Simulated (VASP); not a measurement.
# TaSiF (P4/mmm) in VASP: notebook

The runs below take TaSiF through single point, relaxation of cell and atoms, with PBE.

Program: VASP 6.6.1. These are calculated values, not measurements. Logs are shortened: lines on timing, memory, paths and dates and some standing lists are left out, and cuts for length are marked.

## 1. The cell of the first run

It takes space group P4/mmm (No. 123, tetragonal). The conventional cell has a = 3.312 Å, b = 3.312 Å, c = 4.305 Å, α = 90.00°, β = 90.00°, γ = 90.00°. Ta (site symmetry 4/mmm) has 2 F at 2.15 Å and 4 Si at 2.34 Å within 2.8 Å. Within 3.4 Å of Si (site symmetry 4/mmm) lie 4 Ta at 2.34 Å and 8 F at 3.18 Å and 4 Si at 3.31 Å. F (site symmetry 4/mmm) has 2 Ta at 2.15 Å within 2.8 Å.

The cell was generated, and may not be a known phase.

## 2. Single point, PBE

File INCAR:

```
PREC     = Accurate       # precision mode
ENCUT    = 520            # plane-wave cutoff, eV
EDIFF    = 1E-6           # SCF threshold, eV
ISMEAR   = 0              # smearing method
SIGMA    = 0.1            # smearing width, eV
LREAL    = False          # projectors in reciprocal space
LASPH    = True           # aspherical terms in the spheres
NELM     = 80             # most SCF steps
ALGO     = Normal         # electronic algorithm
ISIF     = 2              # what is computed and relaxed
LWAVE    = False          # write WAVECAR
LCHARG   = False          # write CHGCAR
GGA      = PE             # functional
NBANDS   = 18             # bands
```

File KPOINTS:

```
Automatic mesh
0
Gamma
  6 6 4
```

File POSCAR:

```
TaSiF
1.0
    3.3115206000      0.0000000000      0.0000000000
    0.0000000000      3.3115206000      0.0000000000
    0.0000000000      0.0000000000      4.3045210900
Ta Si F
1 1 1
Direct
    0.0000000000      0.0000000000      0.5000000000
    0.5000000000      0.5000000000      0.5000000000
    0.0000000000      0.0000000000      0.0000000000
```

Potentials or basis: VASP PAW PBE potentials, release 64 (Ta_pv, Si, F).

Run with:

```sh
> cat potpaw_PBE.64/Ta_pv/POTCAR potpaw_PBE.64/Si/POTCAR potpaw_PBE.64/F/POTCAR > POTCAR
> mpirun -np 1 vasp_std > vasp.out
```

OUTCAR:

```text
PREC = Accurate
   ENCUT = 520
   EDIFF = 1E-6
   ISMEAR = 0
   LREAL = False
   LASPH = True
   NELM = 80
   ISIF = 2
   GGA = PE

 ion  position               nearest neighbor table
   1  0.000  0.000  0.500-   3 2.15   3 2.15   2 2.34   2 2.34   2 2.34   2 2.34
   2  0.500  0.500  0.500-   1 2.34   1 2.34   1 2.34   1 2.34
   3  0.000  0.000  0.000-   1 2.15   1 2.15

  LATTYP: Found a simple tetragonal cell.
 ALAT       =     3.3115206000
 C/A-ratio  =     1.2998623925

  Lattice vectors:

 A1 = (   3.3115206000,   0.0000000000,   0.0000000000)
 A2 = (   0.0000000000,   3.3115206000,   0.0000000000)
 A3 = (   0.0000000000,   0.0000000000,   4.3045210900)

Analysis of symmetry for initial positions (statically):
=====================================================================
 Subroutine PRICEL returns:
 Original cell was already a primitive cell.

 Routine SETGRP: Setting up the symmetry group for a
 simple tetragonal supercell.

 Subroutine GETGRP returns: Found 16 space group operations
 (whereof 16 operations were pure point group operations)
 out of a pool of 16 trial point group operations.

The static configuration has the point symmetry D_4h.

Analysis of symmetry for dynamics (positions and initial velocities):
=====================================================================
 Subroutine PRICEL returns:
 Original cell was already a primitive cell.

 Routine SETGRP: Setting up the symmetry group for a
 simple tetragonal supercell.

 Subroutine GETGRP returns: Found 16 space group operations
 (whereof 16 operations were pure point group operations)
 out of a pool of 16 trial point group operations.

The dynamic configuration has the point symmetry D_4h.

 Subroutine INISYM returns: Found 16 space group operations
 (whereof 16 operations are pure point group operations),
 and found     1 'primitive' translations

----------------------------------------------------------------------------------------

                                     Primitive cell

  volume of cell :      47.2041

  direct lattice vectors                    reciprocal lattice vectors
     3.311520600  0.000000000  0.000000000     0.301976077  0.000000000  0.000000000
     0.000000000  3.311520600  0.000000000     0.000000000  0.301976077  0.000000000
     0.000000000  0.000000000  4.304521090     0.000000000  0.000000000  0.232313881

  length of vectors
     3.311520600  3.311520600  4.304521090     0.301976077  0.301976077  0.232313881
[... 83 lines left out ...]
   EDIFF  = 0.1E-05   stopping-criterion for ELM
   LREAL  =      F    real-space projection
   EDIFFG = 0.1E-04   stopping-criterion for IOM
   NSW    =      0    number of steps for IOM
   IBRION =     -1    ionic relax: 0-MD 1-quasi-New 2-CG
   NFREE  =      0    steps in history (QN), initial steepest desc. (CG)
   ISIF   =      2    stress and relaxation
   ISYM   =      2    0-nonsym 1-usesym 2-fastsym
   POTIM  = 0.5000    time-step for ionic-motion
   TEBEG  =    0.0;   TEEND  =   0.0 temperature during run
   PSTRESS=    0.0 pullay stress
   NELECT =      22.0000    total number of electrons
   NUPDOWN=      -1.0000    fix difference up-down
   EMIN   =  10.00;   EMAX   =-10.00  energy-range for DOS
   EFERMI =   0.00;   METHOD = LEGACY
   ISMEAR =     0;   SIGMA  =   0.10  broadening in eV -4-tet -1-fermi 0-gaus
   EFERMI_NEDOS =   21; number of points for ismear=-14 and -15
   IALGO  =     38    algorithm
   IMIX   =      4    mixing-type and parameters
     AMIX     =   0.40;   BMIX     =  1.00
     AMIX_MAG =   1.60;   BMIX_MAG =  1.00
  volume/ion in A,a.u.               =      15.73       106.18
  Fermi-wavevector in a.u.,A,eV,Ry     =   1.269275  2.398582 21.919797  1.611060
  Thomas-Fermi vector in A             =   2.402325
   LORBIT       =      0    0 simple, 1 ext, 2 COOP (PROOUT), +10 PAW based schemes
   GGA     = PE    functional components
   LHFCALC =     F    Hartree Fock is set to
   AEXX    =    0.0000 exact exchange contribution
   IVDW    =     0    specifies the selected vdW correction
   LEPSILON=     F    determine dielectric tensor
   LRPA    =     F    only Hartree local field effects (RPA)
 non-spin polarized calculation
 Gauss-broadening in eV      SIGMA  =   0.10
  energy-cutoff  :      520.00
  volume of cell :       47.20
 maximum number of plane-waves:      1304
 NGX is ok and might be reduce to    28
   NGX = 13   NGY = 13   NGZ = 17

 number of electron      22.0000007 magnetization

 Free energy of the ion-electron system (eV)
  ---------------------------------------------------
  ext. energy  EPLUGINS =         0.00000000
  ---------------------------------------------------
  free energy    TOTEN  =       -21.14580710 eV

  energy without entropy =      -21.14419624  energy(sigma->0) =      -21.14500167

 E-fermi :   4.5023     XC(G=0): -10.5805

 val. band max:        4.4334159175   @ k =   0.5000   0.3333   0.0000
 cond. band min:       4.7345542302   @ k =   0.5000   0.5000   0.2500
 fundamental gap:      0.3011383127
 Fermi energy:         4.5023272305

 k-point     1 :       0.0000    0.0000    0.0000
  band No.  band energies     occupation
      1     -30.1705      2.00000
      2     -29.7215      2.00000
      3     -29.7215      2.00000
      4     -19.6906      2.00000
      5      -5.2912      2.00000
      6      -1.7302      2.00000
[... 481 lines left out ...]
      5      -3.3767      2.00000
      6      -1.9480      2.00000
[... 10 lines left out ...]
     17      12.5156      0.00000
     18      15.6026      0.00000

 [... further k-points ...]

------------------------ aborting loop because EDIFF is reached ----------------------------------------

  FORCE on cell =-STRESS in cart. coord.  units (eV):
  Direction    XX          YY          ZZ          XY          YZ          ZX
  --------------------------------------------------------------------------------------
  -------------------------------------------------------------------------------------
  Total       11.2084640     11.2084640     -2.2544597      0.0000000      0.0000000      0.0000000
  in kB      380.4318955    380.4318955    -76.5197077      0.0000000      0.0000000      0.0000000
  external PRESSURE =     228.1146944 kB  Pullay stress =       0.0000000 kB

 VOLUME and BASIS-vectors are now :
 -----------------------------------------------------------------------------
  energy-cutoff  :      520.00
  volume of cell :       47.20
      direct lattice vectors                 reciprocal lattice vectors
     3.311520600  0.000000000  0.000000000     0.301976077  0.000000000  0.000000000
     0.000000000  3.311520600  0.000000000     0.000000000  0.301976077  0.000000000
     0.000000000  0.000000000  4.304521090     0.000000000  0.000000000  0.232313881

 POSITION                                       TOTAL-FORCE (eV/Angst)
 -----------------------------------------------------------------------------------
      0.00000      0.00000      2.15226         0.000000      0.000000      0.000000
      1.65576      1.65576      2.15226         0.000000      0.000000      0.000000
      0.00000      0.00000      0.00000         0.000000      0.000000      0.000000
 -----------------------------------------------------------------------------------
    total drift:                               -0.000000     -0.000000      0.000000

  FREE ENERGIE OF THE ION-ELECTRON SYSTEM (eV)
  ---------------------------------------------------
  free  energy   TOTEN  =       -21.1458071049 eV

  energy  without entropy=      -21.1441962405  energy(sigma->0) =      -21.14500167
```

OSZICAR:

```text
N       E                     dE             d eps       ncg     rms          rms(c)
DAV:   1     0.129831078191E+03    0.12983E+03   -0.11569E+04  1080   0.115E+03
DAV:   2    -0.186117289243E+02   -0.14844E+03   -0.14485E+03  1322   0.297E+02
DAV:   3    -0.230175658932E+02   -0.44058E+01   -0.43790E+01  1276   0.491E+01
DAV:   4    -0.230510822205E+02   -0.33516E-01   -0.33489E-01  1320   0.466E+00
DAV:   5    -0.230514924162E+02   -0.41020E-03   -0.41017E-03  1270   0.487E-01    0.203E+01
DAV:   6    -0.213694872970E+02    0.16820E+01   -0.53422E+00  1168   0.178E+01    0.868E+00
DAV:   7    -0.211868743429E+02    0.18261E+00   -0.39722E-01  1320   0.536E+00    0.423E+00
DAV:   8    -0.211453373732E+02    0.41537E-01   -0.10718E-01  1328   0.201E+00    0.731E-01
DAV:   9    -0.211453563185E+02   -0.18945E-04   -0.12894E-02  1254   0.704E-01    0.301E-01
DAV:  10    -0.211458682649E+02   -0.51195E-03   -0.15682E-03  1194   0.325E-01    0.159E-01
DAV:  11    -0.211457928010E+02    0.75464E-04   -0.29950E-04  1212   0.148E-01    0.215E-02
DAV:  12    -0.211458070279E+02   -0.14227E-04   -0.57783E-05  1138   0.480E-02    0.145E-02
DAV:  13    -0.211458071049E+02   -0.77046E-07   -0.18824E-06  1016   0.119E-02
   1 F= -.21145807E+02 E0= -.21145002E+02  d E =-.161086E-02
```

stdout:

```text
POSCAR found type information on POSCAR TaSiF
 POSCAR found :  3 types and       3 ions
 scaLAPACK will be used
 LDA part: xc-table for (Slater+PW92), standard interpolation
 POSCAR, INCAR and KPOINTS ok, starting setup
 FFT: planning ... GRIDC
 FFT: planning ... GRID_SOFT
 FFT: planning ... GRID
 WAVECAR not read
 entering main loop
```

Wall time 23 s (1 thread of Intel Xeon Platinum 8259CL at 2.50GHz (Skylake/Cascade Lake), shared host); peak memory 0.18 GiB.

What came out:

```yaml
Free_energy: -21.1458 eV
Pressure: 22.8 GPa
Band_gap_on_the_k_mesh: zero (bands 11 and 12 overlap by 1.27 eV)
```

Caveat: the k points lie up to 0.36 Å⁻¹ apart, too coarse for converged energies and pressures of a metal; spin-orbit coupling is left out, which moves the levels of the heavy elements.

## 3. Single point, PBE

This run uses another cell than the first one, of 17.64 Å³/atom.

File INCAR:

```
PREC = Accurate ; ENCUT = 520
EDIFF = 1E-6 ; ISMEAR = 0
SIGMA = 0.1 ; LREAL = False
LASPH = True ; NELM = 80
ALGO = Normal ; ISIF = 2
LWAVE = False ; LCHARG = False
GGA = PE ; NBANDS = 18
```

KPOINTS is that of step 2.

File POSCAR:

```
TaSiF
1.0
    3.5735840926      0.0000000000      0.0000000000
    0.0000000000      3.5735840926      0.0000000000
    0.0000000000      0.0000000000      4.1432828332
Ta Si F
1 1 1
Direct
    0.0000000000      0.0000000000      0.5000000000
    0.5000000000      0.5000000000      0.5000000000
    0.0000000000      0.0000000000      0.0000000000
```

Potentials or basis: VASP PAW PBE potentials, release 64 (Ta_pv, Si, F).

Run with:

```sh
> cat potpaw_PBE.64/Ta_pv/POTCAR potpaw_PBE.64/Si/POTCAR potpaw_PBE.64/F/POTCAR > POTCAR
> mpirun -np 1 vasp_std > vasp.out
```

It took 22 s on 1 thread of Intel Xeon Platinum 8259CL at 2.50GHz (Skylake/Cascade Lake), shared host; peak memory 0.18 GiB.

It converged, with:

| Property | Result |
| --- | --- |
| Free energy | -21.9863 eV |
| Pressure | 0.1 GPa |
| Band gap on the k mesh | zero (bands 11 and 12 overlap by 1.23 eV) |

Stress tensor (GPa, compression positive):
```
0.05 0.00 0.00
0.00 0.05 0.00
0.00 0.00 0.33
```

Levels at points of the mesh, in eV from the Fermi level:
```tsv
k point	band 8	band 9	band 10	band 11	band 12	band 13	band 14	band 15
(0.00, 0.00, 0.00)	-5.90	-2.24	0.23	0.84	0.97	0.97	2.03	2.03
(0.50, 0.00, 0.00)	-5.24	-5.18	-2.54	-1.67	1.30	2.24	3.56	5.46
(0.50, 0.50, 0.00)	-6.39	-1.25	-1.25	-0.40	-0.40	1.58	2.42	2.81
(0.00, 0.00, 0.50)	-6.30	-2.12	-1.65	0.27	2.05	2.05	2.11	2.11
(0.50, 0.00, 0.50)	-6.23	-4.95	-2.45	-0.87	2.33	2.43	3.94	4.30
(0.50, 0.50, 0.50)	-6.81	-1.47	-1.47	0.40	0.90	0.90	1.75	2.83
```

Caveat: the k points lie up to 0.38 Å⁻¹ apart, too coarse for converged energies and pressures of a metal; spin-orbit coupling is left out, which moves the levels of the heavy elements.

[end of part 1 of 3]

The gap in the log of VASP goes by the Fermi energy; the results here count the filled bands.